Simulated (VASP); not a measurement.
# Rh (Immm) in VASP: a series of runs

Rh is run at these levels: LDA; tasks: single point.

All numbers are computed with VASP 6.6.1; they aren't measurements. Logs are shortened: lines on timing, memory, paths and dates and some standing lists are left out, and cuts for length are marked.

### Step 1. The cell of the first run

It takes space group Immm (No. 71, orthorhombic). Conventional cell: a = 2.354 Å, b = 2.885 Å, c = 3.754 Å, α = 90.00°, β = 90.00°, γ = 90.00°. Within 3.1 Å of Rh (site symmetry mmm) lie 12 Rh at 2.35 to 2.88 Å.

### Step 2. Single point, LDA

The input, INCAR:

```
ALGO     = Fast           # electronic algorithm
EDIFF    = 1E-6           # SCF threshold, eV
ENCUT    = 520            # plane-wave cutoff, eV
ISIF     = 2              # what is computed and relaxed
ISMEAR   = 0              # smearing method
LASPH    = True           # aspherical terms in the spheres
LCHARG   = False          # write CHGCAR
LREAL    = False          # projectors in reciprocal space
LWAVE    = False          # write WAVECAR
NBANDS   = 14             # bands
NELM     = 100            # most SCF steps
PREC     = Accurate       # precision mode
SIGMA    = 0.15           # smearing width, eV
```

The input, KPOINTS:

```
k-points
0
Gamma
  20 20 20
```

The input, POSCAR:

```
Rh
1.0
   -0.1877035262      1.8520706927      1.8770352617
    1.8520706927     -0.1877035262      1.8770352617
    1.6643671665      1.6643671665      0.0000000000
Rh
1
Direct
    0.0000000000      0.0000000000      0.0000000000
```

Potentials or basis: VASP PAW LDA potentials, release 64 (Rh_pv).

Started as:

```sh
cat potpaw_LDA.64/Rh_pv/POTCAR > POTCAR
mpirun -np 1 vasp_std > vasp.out
```

OUTCAR:

```text
EDIFF = 1E-6
   ENCUT = 520
   ISIF = 2
   ISMEAR = 0
   LASPH = True
   LREAL = False
   NELM = 100
   PREC = Accurate

 ion  position               nearest neighbor table
   1  0.000  0.000  0.000-

  LATTYP: Found a body centered orthorhombic cell.
 ALAT       =     2.3537706196
 B/A-ratio  =     1.2255554303
 C/A-ratio  =     1.5949177427

  Lattice vectors:

 A1 = (   0.1877035262,  -1.8520706927,  -1.8770352617)
 A2 = (  -0.1877035262,   1.8520706927,  -1.8770352617)
 A3 = (   1.8520706927,  -0.1877035262,   1.8770352617)

Analysis of symmetry for initial positions (statically):
=====================================================================
 Subroutine PRICEL returns:
 Original cell was already a primitive cell.

 Routine SETGRP: Setting up the symmetry group for a
 body centered orthorhombic supercell.

 Subroutine GETGRP returns: Found  8 space group operations
 (whereof  8 operations were pure point group operations)
 out of a pool of  8 trial point group operations.

The static configuration has the point symmetry D_2h.

Analysis of symmetry for dynamics (positions and initial velocities):
=====================================================================
 Subroutine PRICEL returns:
 Original cell was already a primitive cell.

 Routine SETGRP: Setting up the symmetry group for a
 body centered orthorhombic supercell.

 Subroutine GETGRP returns: Found  8 space group operations
 (whereof  8 operations were pure point group operations)
 out of a pool of  8 trial point group operations.

The dynamic configuration has the point symmetry D_2h.

 Subroutine INISYM returns: Found  8 space group operations
 (whereof  8 operations are pure point group operations),
 and found     1 'primitive' translations

----------------------------------------------------------------------------------------

                                     Primitive cell

  volume of cell :      12.7448

  direct lattice vectors                    reciprocal lattice vectors
    -0.187703526  1.852070693  1.877035262    -0.245125169  0.245125169  0.266377521
     1.852070693 -0.187703526  1.877035262     0.245125169 -0.245125169  0.266377521
     1.664367166  1.664367166  0.000000000     0.300414482  0.300414482 -0.266377521

  length of vectors
     2.643607353  2.643607353  2.353770620     0.437183806  0.437183806  0.501452596

  position of ions in fractional coordinates (direct lattice)
     0.000000000  0.000000000  0.000000000

  ion indices of the primitive-cell ions
   primitive index   ion index
                 1           1

----------------------------------------------------------------------------------------

 KPOINTS: k-points

Automatic generation of k-mesh.
 Grid dimensions read from file:
 generate k-points for:   20   20   20

 Generating k-lattice:

  Cartesian coordinates                     Fractional coordinates (reciprocal lattice)
    -0.012256258  0.012256258  0.013318876     0.050000000  0.000000000  0.000000000
     0.012256258 -0.012256258  0.013318876     0.000000000  0.050000000  0.000000000
     0.015020724  0.015020724 -0.013318876    -0.000000000 -0.000000000  0.050000000

  Length of vectors
     0.021859190  0.021859190  0.025072630

  Shift w.r.t. Gamma in fractional coordinates (k-lattice)
     0.000000000  0.000000000  0.000000000

 Subroutine IBZKPT returns following result:
 ===========================================

 Found   1166 irreducible k-points:

 Following reciprocal coordinates:
            Coordinates               Weight
  0.000000  0.000000  0.000000      1.000000
  0.050000  0.000000  0.000000      4.000000
  0.100000  0.000000  0.000000      4.000000
  0.150000  0.000000  0.000000      4.000000
  0.200000  0.000000  0.000000      4.000000
  0.250000  0.000000  0.000000      4.000000
[... 16 lines left out ...]
 -0.400000  0.050000  0.000000      4.000000
 -0.350000  0.050000  0.000000      4.000000
 [... further k-points ...]
   k-points           NKPTS =   1166   k-points in BZ     NKDIM =   1166   number of bands    NBANDS=     14
   number of dos      NEDOS =    301   number of ions     NIONS =      1
   total plane-waves  NPLWV =   7200
   dimension x,y,z NGX =    20 NGY =   20 NGZ =   18
   dimension x,y,z NGXF=    40 NGYF=   40 NGZF=   36
   ions per type =               1
   NGX,Y,Z   is equivalent  to a cutoff of  12.58, 12.58, 12.71 a.u.
   NGXF,Y,Z  is equivalent  to a cutoff of  25.15, 25.15, 25.43 a.u.
 SYSTEM =  unknown system
   PREC   = accura    normal or accurate (medium, high low for compatibility)
   ISTART =      0    job   : 0-new  1-cont  2-samecut
   ICHARG =      2    charge: 1-file 2-atom 10-const
   ISPIN  =      1    spin polarized calculation?
   LNONCOLLINEAR =      F non collinear calculations
   LSORBIT =      F    spin-orbit coupling
   LASPH  =      T    aspherical Exc in radial PAW
   ENCUT  =  520.0 eV  38.22 Ry    6.18 a.u.   4.92  4.92  4.38*2*pi/ulx,y,z
   NELM   =    100;   NELMIN=  2; NELMDL= -5     # of ELM steps
   EDIFF  = 0.1E-05   stopping-criterion for ELM
   LREAL  =      F    real-space projection
   EDIFFG = 0.1E-04   stopping-criterion for IOM
   NSW    =      0    number of steps for IOM
   IBRION =     -1    ionic relax: 0-MD 1-quasi-New 2-CG
   NFREE  =      0    steps in history (QN), initial steepest desc. (CG)
   ISIF   =      2    stress and relaxation
   ISYM   =      2    0-nonsym 1-usesym 2-fastsym
   POTIM  = 0.5000    time-step for ionic-motion
   TEBEG  =    0.0;   TEEND  =   0.0 temperature during run
   PSTRESS=    0.0 pullay stress
   NELECT =      15.0000    total number of electrons
   NUPDOWN=      -1.0000    fix difference up-down
   EMIN   =  10.00;   EMAX   =-10.00  energy-range for DOS
   EFERMI =   0.00;   METHOD = LEGACY
   ISMEAR =     0;   SIGMA  =   0.15  broadening in eV -4-tet -1-fermi 0-gaus
   EFERMI_NEDOS =   21; number of points for ismear=-14 and -15
   IALGO  =     68    algorithm
   IMIX   =      4    mixing-type and parameters
     AMIX     =   0.40;   BMIX     =  1.00
     AMIX_MAG =   1.60;   BMIX_MAG =  1.00
  volume/ion in A,a.u.               =      12.74        86.01
  Fermi-wavevector in a.u.,A,eV,Ry     =   1.728465  3.266326 40.648667  2.987593
  Thomas-Fermi vector in A             =   2.803395
   LORBIT       =      0    0 simple, 1 ext, 2 COOP (PROOUT), +10 PAW based schemes
   GGA     = CA    functional components
   LHFCALC =     F    Hartree Fock is set to
   AEXX    =    0.0000 exact exchange contribution
   IVDW    =     0    specifies the selected vdW correction
   LEPSILON=     F    determine dielectric tensor
   LRPA    =     F    only Hartree local field effects (RPA)
 non-spin polarized calculation
 RMM-DIIS sequential band-by-band and
 Gauss-broadening in eV      SIGMA  =   0.15
  energy-cutoff  :      520.00
  volume of cell :       12.74
 maximum number of plane-waves:       361
   NGX =  9   NGY =  9   NGZ =  9

 number of electron      15.0000002 magnetization

 Free energy of the ion-electron system (eV)
  ---------------------------------------------------
  ext. energy  EPLUGINS =         0.00000000
  ---------------------------------------------------
  free energy    TOTEN  =        -8.23195617 eV

  energy without entropy =       -8.21591710  energy(sigma->0) =       -8.22393663

 E-fermi :  13.1023     XC(G=0): -14.8019

 val. band max:       13.1016848234   @ k =  -0.2500   0.1500   0.0500
 cond. band min:      13.1105218138   @ k =  -0.2500   0.1500   0.3500
 fundamental gap:      0.0088369904
 Fermi energy:        13.1022888692

 k-point     1 :       0.0000    0.0000    0.0000
  band No.  band energies     occupation
      1     -33.1126      2.00000
      2     -33.0873      2.00000
      3     -32.9598      2.00000
      4       4.6297      2.00000
      5       8.4768      2.00000
      6       8.5174      2.00000
      7      11.3430      2.00000
      8      12.4733      2.00000
      9      12.5927      2.00000
     10      28.6450      0.00000
     11      32.1479      0.00000
     12      33.4424      0.00000
     13      35.1411      0.00000
     14      39.0757      0.00000

 k-point     2 :       0.0500    0.0000    0.0000
  band No.  band energies     occupation
      1     -33.1268      2.00000
      2     -33.0942      2.00000
      3     -32.9623      2.00000
      4       4.7230      2.00000
      5       8.4584      2.00000
      6       8.5371      2.00000
      7      11.3736      2.00000
      8      12.4494      2.00000
      9      12.5922      2.00000
     10      28.7492      0.00000
     11      31.9683      0.00000
     12      33.4423      0.00000
     13      35.0967      0.00000
     14      39.1960      0.00000

 k-point     3 :       0.1000    0.0000    0.0000
  band No.  band energies     occupation
      1     -33.1828      2.00000
      2     -33.0993      2.00000
      3     -32.9694      2.00000
      4       4.9904      2.00000
      5       8.4060      2.00000
      6       8.6020      2.00000
      7      11.4523      2.00000
      8      12.3899      2.00000
      9      12.6034      2.00000
     10      28.9948      0.00000
     11      31.4089      0.00000
     12      33.4426      0.00000
     13      35.2212      0.00000
     14      39.5508      0.00000
[... 324 lines left out ...]
 k-point    23 :      -0.4000    0.0500    0.0000
  band No.  band energies     occupation
      1     -33.8466      2.00000
      2     -33.1356      2.00000
      3     -33.0521      2.00000
      4       6.3395      2.00000
      5       8.3730      2.00000
      6      11.3828      2.00000
      7      11.6305      2.00000
      8      13.2565      0.14585
      9      14.0164      0.00000
     10      22.2522      0.00000
     11      29.6588      0.00000
     12      33.4421      0.00000
     13      34.6549      0.00000
     14      39.5953      0.00000

 k-point    24 :      -0.3500    0.0500    0.0000
  band No.  band energies     occupation
      1     -33.7624      2.00000
      2     -33.1376      2.00000
      3     -33.0406      2.00000
      4       6.3871      2.00000
      5       8.3996      2.00000
      6      10.8449      2.00000
      7      11.4441      2.00000
      8      12.9913      1.70450
      9      13.7079      0.00000
     10      23.5602      0.00000
     11      29.9750      0.00000
     12      33.4420      0.00000
     13      35.2580      0.00000
     14      40.4865      0.00000

 [... further k-points ...]

------------------------ aborting loop because EDIFF is reached ----------------------------------------

  FORCE on cell =-STRESS in cart. coord.  units (eV):
  Direction    XX          YY          ZZ          XY          YZ          ZX
  --------------------------------------------------------------------------------------
  -------------------------------------------------------------------------------------
  Total        3.1357112      3.1357112      0.6472279      4.1147595      0.0000000      0.0000000
  in kB      394.1966956    394.1966956     81.3643474    517.2748647      0.0000000      0.0000000
  external PRESSURE =     289.9192462 kB  Pullay stress =       0.0000000 kB

 VOLUME and BASIS-vectors are now :
 -----------------------------------------------------------------------------
  energy-cutoff  :      520.00
  volume of cell :       12.74
      direct lattice vectors                 reciprocal lattice vectors
    -0.187703526  1.852070693  1.877035262    -0.245125169  0.245125169  0.266377521
     1.852070693 -0.187703526  1.877035262     0.245125169 -0.245125169  0.266377521
     1.664367166  1.664367166  0.000000000     0.300414482  0.300414482 -0.266377521

 POSITION                                       TOTAL-FORCE (eV/Angst)
 -----------------------------------------------------------------------------------
      0.00000      0.00000      0.00000         0.000000      0.000000      0.000000
 -----------------------------------------------------------------------------------
    total drift:                               -0.000000     -0.000000     -0.000000

  FREE ENERGIE OF THE ION-ELECTRON SYSTEM (eV)
  ---------------------------------------------------
  free  energy   TOTEN  =        -8.2319561689 eV

  energy  without entropy=       -8.2159170960  energy(sigma->0) =       -8.22393663
```

Wall time 4.1 min (1 thread of AMD EPYC 7R43 (Zen 3), shared host); peak memory 0.24 GiB.

Results:

- Free energy: -8.2320 eV
- Pressure: 29.0 GPa
- Band gap on the k mesh: zero (an odd number of electrons rules out a gap without spin polarisation)

Caveat: the stress differs along the axes, from 8 to 39 GPa.

### Step 3. Single point, LDA

This run uses another cell than the first one, of 12.84 Å³/atom.

The input, INCAR:

```
  ALGO = Fast
  EDIFF = 1E-6
  ENCUT = 520
  GGA = CA
  ISIF = 2
  ISMEAR = 0
  LASPH = T
  LCHARG = F
  LREAL = F
  LWAVE = F
  NBANDS = 14
  NELM = 100
  PREC = Accurate
  SIGMA = 0.15
```

KPOINTS is that of step 2.

The input, POSCAR:

```
Rh
1.0
   -0.0938517631      1.8520706927      1.8770352617
    1.8520706927     -0.0938517631      1.8770352617
    1.7582189296      1.7582189296      0.0000000000
Rh
1
Direct
    0.0000000000      0.0000000000      0.0000000000
```

Potentials or basis: VASP PAW LDA potentials, release 64 (Rh_pv).

Started as:

```sh
cat potpaw_LDA.64/Rh_pv/POTCAR > POTCAR
mpirun -np 1 vasp_std > vasp.out
```

Run time: 3.7 min. Hardware: 1 thread of AMD EPYC 7R43 (Zen 3), shared host; peak memory 0.24 GiB.

Results (log left out):

```
Free energy            : -8.5673 eV
Pressure               : 14.6 GPa
Band gap on the k mesh : zero (an odd number of electrons rules out a gap without spin polarisation)
```

Stress tensor (GPa, compression positive):
```
18.14 26.22  0.00
26.22 18.14  0.00
 0.00  0.00  7.62
```

Levels at points of the mesh, in eV from the Fermi level:
| k point | band 5 | band 6 | band 7 | band 8 | band 9 | band 10 |
| --- | --- | --- | --- | --- | --- | --- |
| (0.00, 0.00, 0.00) | -4.03 | -3.85 | -2.63 | -1.00 | -0.86 | 15.78 |
| (0.50, 0.00, 0.00) | -4.14 | -2.68 | 0.13 | 0.25 | 0.88 | 8.58 |
| (0.50, 0.50, 0.00) | -6.64 | 0.74 | 1.15 | 1.19 | 3.11 | 11.92 |
| (0.00, 0.00, 0.50) | -4.11 | -3.07 | 0.42 | 1.12 | 1.26 | 10.24 |
| (0.50, 0.00, 0.50) | -6.62 | 0.43 | 1.00 | 1.45 | 3.51 | 13.40 |

Caveat: the stress differs along the axes, from 8 to 18 GPa.

### Step 4. Single point, LDA

This run uses another cell than the first one, of 12.93 Å³/atom.

The input, INCAR:

```
PREC     = Accurate       # precision mode
ENCUT    = 520            # plane-wave cutoff, eV
EDIFF    = 1E-7           # SCF threshold, eV
ISMEAR   = 0              # smearing method
SIGMA    = 0.15           # smearing width, eV
LREAL    = False          # projectors in reciprocal space
LASPH    = True           # aspherical terms in the spheres
NELM     = 100            # most SCF steps
ALGO     = Fast           # electronic algorithm
ISIF     = 2              # what is computed and relaxed
LWAVE    = False          # write WAVECAR
LCHARG   = False          # write CHGCAR
NBANDS   = 14             # bands
```

The input, KPOINTS:

```
Automatic mesh
0
Gamma
  20 20 20
```

The input, POSCAR:

```
Rh
1.0
   -0.2815552893      1.8770352617      1.8770352617
    1.8770352617     -0.2815552893      1.8770352617
    1.5954799724      1.5954799724      0.0000000000
Rh
1
Direct
    0.0000000000      0.0000000000      0.0000000000
```

Started as:

```sh
cat potpaw_LDA.64/Rh_pv/POTCAR > POTCAR
mpirun -np 1 vasp_std > vasp.out
```

Wall time 3.7 min (1 thread of AMD EPYC 7R43 (Zen 3), shared host); peak memory 0.24 GiB.

Results (log left out):

```yaml
Free_energy: -7.8129 eV
Pressure: 39.2 GPa
Band_gap_on_the_k_mesh: zero (an odd number of electrons rules out a gap without spin polarisation)
```

Stress tensor (GPa, compression positive):
```
56.78 66.84  0.00
66.84 56.78  0.00
 0.00  0.00  4.05
```

Levels at points of the mesh, in eV from the Fermi level:
| k point | band 5 | band 6 | band 7 | band 8 | band 9 | band 10 |
| --- | --- | --- | --- | --- | --- | --- |
| (0.00, 0.00, 0.00) | -5.39 | -4.93 | -0.85 | -0.21 | -0.08 | 15.25 |
| (0.50, 0.00, 0.00) | -4.99 | -0.95 | -0.71 | -0.52 | 1.54 | 7.30 |
| (0.50, 0.50, 0.00) | -6.57 | 1.30 | 1.42 | 1.55 | 3.30 | 8.65 |
| (0.00, 0.00, 0.50) | -5.32 | -1.91 | 0.17 | 1.73 | 2.80 | 12.39 |
| (0.50, 0.00, 0.50) | -6.60 | -0.08 | 0.66 | 2.11 | 4.16 | 13.74 |

Caveat: the stress differs along the axes, from 4 to 57 GPa.

### Step 5. Single point, LDA

This run uses another cell than the first one, of 13.09 Å³/atom.

The input, INCAR:

```
SYSTEM = Rh
  PREC = Accurate
  ENCUT = 520
  EDIFF = 1E-6
  ISMEAR = 0
  SIGMA = 0.15
  LREAL = .FALSE.
  LASPH = .TRUE.
  NELM = 60
  ALGO = Fast
  ISIF = 2
  LWAVE = .FALSE.
  LCHARG = .TRUE.
  GGA = CA
  LELF = .TRUE.
  LVHAR = .TRUE.
  NBANDS = 14
```

The input, KPOINTS:

```
Automatic mesh
0
G
  20 20 20
  0 0 0
```

The input, POSCAR:

```
Rh
1.0
   -0.1877035262      1.8770352617      1.8770352617
    1.8770352617     -0.1877035262      1.8770352617
    1.6893317355      1.6893317355      0.0000000000
Rh
1
Direct
    0.0000000000      0.0000000000      0.0000000000
```

Started as:

```sh
cat potpaw_LDA.64/Rh_pv/POTCAR > POTCAR
mpirun -np 1 vasp_std > vasp.out
```

Run time: 3.3 min. Hardware: 1 thread of AMD EPYC 7R43 (Zen 3), shared host; peak memory 0.25 GiB.

The run converged. Its results:

| Property | Result |
| --- | --- |
| Free energy | -8.3135 eV |
| Pressure | 17.2 GPa |
| Band gap on the k mesh | zero (an odd number of electrons rules out a gap without spin polarisation) |

Stress tensor (GPa, compression positive):
```
25.65 44.12  0.00
44.12 25.65  0.00
 0.00  0.00  0.40
```

Levels at points of the mesh, in eV from the Fermi level:
| k point | band 3 | band 4 | band 5 | band 6 | band 7 | band 8 | band 9 | band 10 | band 11 | band 12 |
| --- | --- | --- | --- | --- | --- | --- | --- | --- | --- | --- |
| (0.00, 0.00, 0.00) | -46.05 | -8.27 | -4.42 | -4.32 | -1.77 | -0.59 | -0.50 | 15.60 | 18.86 | 20.41 |
| (0.50, 0.00, 0.00) | -46.14 | -6.63 | -4.41 | -1.84 | -0.23 | -0.19 | 1.17 | 7.79 | 16.37 | 20.41 |
| (0.50, 0.50, 0.00) | -46.26 | -6.93 | -6.46 | 0.94 | 1.26 | 1.31 | 3.30 | 10.07 | 12.88 | 17.89 |
| (0.00, 0.00, 0.50) | -46.22 | -6.58 | -4.61 | -2.38 | 0.32 | 1.43 | 1.97 | 11.04 | 14.93 | 18.86 |
| (0.50, 0.00, 0.50) | -46.33 | -6.78 | -6.41 | 0.14 | 0.90 | 1.75 | 3.68 | 13.33 | 13.59 | 13.95 |

Caveat: the stress differs along the axes, from 0 to 26 GPa.

(Part 1 of 2 ends here.)
